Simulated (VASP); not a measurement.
# Ta (Fd-3m) in VASP: a series of runs, part 2 of 2

VASP 6.6.1. Earlier steps stand in the parts before.

## 4. Single point, BLYP

This run uses another cell than the first one, of 29.87 Å³/atom, 0.893 times its volume.

File INCAR:

```
SYSTEM = Ta
AGGAC = 1.0 ; AGGAX = 1.0
ALDAC = 0.0 ; ALDAX = 1.0
ALGO = Normal ; EDIFF = 1E-7
ENCUT = 520 ; GGA = B5
ISIF = 2 ; ISMEAR = -1
LASPH = .True. ; LCHARG = .False.
LREAL = .False. ; LWAVE = .False.
NBANDS = 18 ; NELM = 60
PREC = Accurate ; SIGMA = 0.1
```

File KPOINTS:

```
k-points
0
Gamma
  14 14 14
  0 0 0
```

File POSCAR:

```
Ta
1.0
    0.0000000000      3.1026957852      3.1026957852
    3.1026957852      0.0000000000      3.1026957852
    3.1026957852      3.1026957852      0.0000000000
Ta
2
Direct
    0.1250000000      0.1250000000      0.1250000000
    0.8750000000      0.8750000000      0.8750000000
```

Potentials or basis: VASP PAW PBE potentials, release 64 (Ta_pv).

Launch:

```bash
$ cat potpaw_PBE.64/Ta_pv/POTCAR > POTCAR
$ mpirun -np 1 vasp_std > vasp.out
```

OUTCAR:

```text
SYSTEM = Ta
   EDIFF = 1E-7
   ENCUT = 520
   GGA = B5
   ISIF = 2
   ISMEAR = -1
   LASPH = .True.
   LREAL = .False.
   NELM = 60
   PREC = Accurate

 ion  position               nearest neighbor table
   1  0.125  0.125  0.125-   2 2.69   2 2.69   2 2.69   2 2.69
   2  0.875  0.875  0.875-   1 2.69   1 2.69   1 2.69   1 2.69

  LATTYP: Found a face centered cubic cell.
 ALAT       =     6.2053915704

  Lattice vectors:

 A1 = (   0.0000000000,   3.1026957852,   3.1026957852)
 A2 = (   3.1026957852,   0.0000000000,   3.1026957852)
 A3 = (   3.1026957852,   3.1026957852,   0.0000000000)

Analysis of symmetry for initial positions (statically):
=====================================================================
 Subroutine PRICEL returns:
 Original cell was already a primitive cell.

 Routine SETGRP: Setting up the symmetry group for a
 face centered cubic supercell.

 Subroutine GETGRP returns: Found 48 space group operations
 (whereof 12 operations were pure point group operations)
 out of a pool of 48 trial point group operations.

The static configuration has the point symmetry D_3d.
 The point group associated with its full space group is O_h .

Analysis of symmetry for dynamics (positions and initial velocities):
=====================================================================
 Subroutine PRICEL returns:
 Original cell was already a primitive cell.

 Routine SETGRP: Setting up the symmetry group for a
 face centered cubic supercell.

 Subroutine GETGRP returns: Found 48 space group operations
 (whereof 12 operations were pure point group operations)
 out of a pool of 48 trial point group operations.

The dynamic configuration has the point symmetry D_3d.
 The point group associated with its full space group is O_h .

 Subroutine INISYM returns: Found 48 space group operations
 (whereof 12 operations are pure point group operations),
 and found     1 'primitive' translations

----------------------------------------------------------------------------------------

                                     Primitive cell

  volume of cell :      59.7376

  direct lattice vectors                    reciprocal lattice vectors
     0.000000000  3.102695785  3.102695785    -0.161150185  0.161150185  0.161150185
     3.102695785  0.000000000  3.102695785     0.161150185 -0.161150185  0.161150185
     3.102695785  3.102695785  0.000000000     0.161150185  0.161150185 -0.161150185

  length of vectors
     4.387874459  4.387874459  4.387874459     0.279120308  0.279120308  0.279120308

  position of ions in fractional coordinates (direct lattice)
     0.125000000  0.125000000  0.125000000
     0.875000000  0.875000000  0.875000000

  ion indices of the primitive-cell ions
   primitive index   ion index
                 1           1
                 2           2

----------------------------------------------------------------------------------------

 KPOINTS: k-points

Automatic generation of k-mesh.
 Grid dimensions read from file:
 generate k-points for:   14   14   14

 Generating k-lattice:

  Cartesian coordinates                     Fractional coordinates (reciprocal lattice)
    -0.011510728  0.011510728  0.011510728     0.071428571  0.000000000  0.000000000
     0.011510728 -0.011510728  0.011510728     0.000000000  0.071428571  0.000000000
     0.011510728  0.011510728 -0.011510728     0.000000000  0.000000000  0.071428571

  Length of vectors
     0.019937165  0.019937165  0.019937165

  Shift w.r.t. Gamma in fractional coordinates (k-lattice)
     0.000000000  0.000000000  0.000000000

 Subroutine IBZKPT returns following result:
 ===========================================

 Found    104 irreducible k-points:

 Following reciprocal coordinates:
            Coordinates               Weight
  0.000000  0.000000  0.000000      1.000000
  0.071429  0.000000  0.000000      8.000000
  0.142857  0.000000  0.000000      8.000000
  0.214286  0.000000  0.000000      8.000000
  0.285714  0.000000  0.000000      8.000000
  0.357143  0.000000  0.000000      8.000000
[... 16 lines left out ...]
  0.214286  0.142857  0.000000     24.000000
  0.285714  0.142857  0.000000     24.000000
 [... further k-points ...]
   k-points           NKPTS =    104   k-points in BZ     NKDIM =    104   number of bands    NBANDS=     18
   number of dos      NEDOS =    301   number of ions     NIONS =      2
   total plane-waves  NPLWV =  46656
   dimension x,y,z NGX =    36 NGY =   36 NGZ =   36
   dimension x,y,z NGXF=    72 NGYF=   72 NGZF=   72
   ions per type =               2
   NGX,Y,Z   is equivalent  to a cutoff of  13.64, 13.64, 13.64 a.u.
   NGXF,Y,Z  is equivalent  to a cutoff of  27.28, 27.28, 27.28 a.u.
 SYSTEM =  Ta
   PREC   = accura    normal or accurate (medium, high low for compatibility)
   ISTART =      0    job   : 0-new  1-cont  2-samecut
   ICHARG =      2    charge: 1-file 2-atom 10-const
   ISPIN  =      1    spin polarized calculation?
   LNONCOLLINEAR =      F non collinear calculations
   LSORBIT =      F    spin-orbit coupling
   LASPH  =      T    aspherical Exc in radial PAW
   ENCUT  =  520.0 eV  38.22 Ry    6.18 a.u.   8.16  8.16  8.16*2*pi/ulx,y,z
   NELM   =     60;   NELMIN=  2; NELMDL= -5     # of ELM steps
   EDIFF  = 0.1E-06   stopping-criterion for ELM
   LREAL  =      F    real-space projection
   EDIFFG = 0.1E-05   stopping-criterion for IOM
   NSW    =      0    number of steps for IOM
   IBRION =     -1    ionic relax: 0-MD 1-quasi-New 2-CG
   NFREE  =      0    steps in history (QN), initial steepest desc. (CG)
   ISIF   =      2    stress and relaxation
   ISYM   =      2    0-nonsym 1-usesym 2-fastsym
   POTIM  = 0.5000    time-step for ionic-motion
   TEBEG  =    0.0;   TEEND  =   0.0 temperature during run
   PSTRESS=    0.0 pullay stress
   NELECT =      22.0000    total number of electrons
   NUPDOWN=      -1.0000    fix difference up-down
   EMIN   =  10.00;   EMAX   =-10.00  energy-range for DOS
   EFERMI =   0.00;   METHOD = LEGACY
   ISMEAR =    -1;   SIGMA  =   0.10  broadening in eV -4-tet -1-fermi 0-gaus
   EFERMI_NEDOS =   21; number of points for ismear=-14 and -15
   IALGO  =     38    algorithm
   IMIX   =      4    mixing-type and parameters
     AMIX     =   0.40;   BMIX     =  1.00
     AMIX_MAG =   1.60;   BMIX_MAG =  1.00
  volume/ion in A,a.u.               =      29.87       201.56
  Fermi-wavevector in a.u.,A,eV,Ry     =   1.173455  2.217509 18.735184  1.376997
  Thomas-Fermi vector in A             =   2.309868
   LORBIT       =      0    0 simple, 1 ext, 2 COOP (PROOUT), +10 PAW based schemes
   GGA     = B5    functional components
   LHFCALC =     F    Hartree Fock is set to
   AEXX    =    0.0000 exact exchange contribution
   IVDW    =     0    specifies the selected vdW correction
   LEPSILON=     F    determine dielectric tensor
   LRPA    =     F    only Hartree local field effects (RPA)
 non-spin polarized calculation
  energy-cutoff  :      520.00
  volume of cell :       59.74
 maximum number of plane-waves:      1639
 NGX is ok and might be reduce to    36
   NGX = 17   NGY = 17   NGZ = 17

 number of electron      21.9999999 magnetization

 Free energy of the ion-electron system (eV)
  ---------------------------------------------------
  ext. energy  EPLUGINS =         0.00000000
  ---------------------------------------------------
  free energy    TOTEN  =       -16.07867741 eV

  energy without entropy =      -15.94650134  energy(sigma->0) =      -16.01258937

 E-fermi :   2.2671     XC(G=0):  -9.1396

 val. band max:        2.2526424811   @ k =  -0.0714   0.0714   0.0000
 cond. band min:       2.2701025643   @ k =   0.3571   0.0000   0.0000
 fundamental gap:      0.0174600832
 Fermi energy:         2.2670565667

 k-point     1 :       0.0000    0.0000    0.0000
  band No.  band energies     occupation
      1     -31.7066      2.00000
      2     -31.7066      2.00000
      3     -31.7066      2.00000
      4     -30.9989      2.00000
      5     -30.9989      2.00000
      6     -30.9989      2.00000
[... 10 lines left out ...]
     17       7.6772      0.00000
     18      12.1607      0.00000

 k-point     2 :       0.0714    0.0000    0.0000
  band No.  band energies     occupation
      1     -31.7108      2.00000
      2     -31.7108      2.00000
      3     -31.7059      2.00000
      4     -31.0002      2.00000
      5     -30.9945      2.00000
      6     -30.9945      2.00000
[... 10 lines left out ...]
     17       7.6609      0.00000
     18      12.0196      0.00000
[... 442 lines left out ...]
 k-point    24 :       0.2857    0.1429    0.0000
  band No.  band energies     occupation
      1     -31.7760      2.00000
      2     -31.7732      2.00000
      3     -31.6439      2.00000
      4     -31.0702      2.00000
      5     -30.9285      2.00000
      6     -30.9269      2.00000
[... 10 lines left out ...]
     17       7.8108      0.00000
     18       9.9203      0.00000

 [... further k-points ...]
[... 5 lines left out ...]
  --------------------------------------------------------------------------------------
  -------------------------------------------------------------------------------------
  Total        0.1052906      0.1052906      0.1052906      0.0000000      0.0000000     -0.0000000
  in kB        2.8239203      2.8239203      2.8239203      0.0000000      0.0000000     -0.0000000
  external PRESSURE =       2.8239203 kB  Pullay stress =       0.0000000 kB

 VOLUME and BASIS-vectors are now :
 -----------------------------------------------------------------------------
  energy-cutoff  :      520.00
  volume of cell :       59.74
      direct lattice vectors                 reciprocal lattice vectors
     0.000000000  3.102695785  3.102695785    -0.161150185  0.161150185  0.161150185
     3.102695785  0.000000000  3.102695785     0.161150185 -0.161150185  0.161150185
     3.102695785  3.102695785  0.000000000     0.161150185  0.161150185 -0.161150185

 POSITION                                       TOTAL-FORCE (eV/Angst)
 -----------------------------------------------------------------------------------
      0.77567      0.77567      0.77567        -0.000000     -0.000000      0.000000
      5.42972      5.42972      5.42972         0.000000      0.000000     -0.000000
 -----------------------------------------------------------------------------------
    total drift:                                0.000000      0.000000      0.000000

  FREE ENERGIE OF THE ION-ELECTRON SYSTEM (eV)
  ---------------------------------------------------
  free  energy   TOTEN  =       -16.0786774072 eV

  energy  without entropy=      -15.9465013413  energy(sigma->0) =      -16.01258937
```

Run time: 72 s. Hardware: 1 thread of Intel Xeon 6975P-C (Granite Rapids), shared host; peak memory 0.25 GiB.

What came out:

| Property | Result |
| --- | --- |
| Free energy | -16.0787 eV |
| Pressure | 0.3 GPa |
| Band gap on the k mesh | zero (band 11 reaches 2.79 eV, above the bottom of band 12 at 1.92 eV) |

Caveat: the PAW data sets were made with another functional, which shifts forces and pressure a little; spin-orbit coupling is left out, which moves the levels of the heavy elements.

## 5. The runs side by side

```csv
task,cell,k mesh,cutoff (eV),gap on the mesh (eV),pressure (GPa)
single point,"a = 4.557 Å, angles 60.0°, 2 atoms",10 × 10 × 10,520,none,-5.7
relaxation of cell and atoms,"relaxed from a = 4.101 Å, angles 60.0°, 2 atoms",9 × 9 × 9,600,none,0.0
single point,"a = 4.388 Å, angles 60.0°, 2 atoms",14 × 14 × 14,520,none,0.3
```

Alike in all rows: level BLYP; potentials or basis VASP PAW PBE potentials, release 64 (Ta_pv); no spin polarisation; smearing fermi-dirac 0.1 eV.

Caveats: the PAW data sets were made with another functional, which shifts forces and pressure a little; spin-orbit coupling is left out, which moves the levels of the heavy elements; the volume moved by over 15 % at a fixed basis, so the end points are rough (some runs).

Total energies depend on the potentials used, so only differences within one code and one set of settings carry meaning.
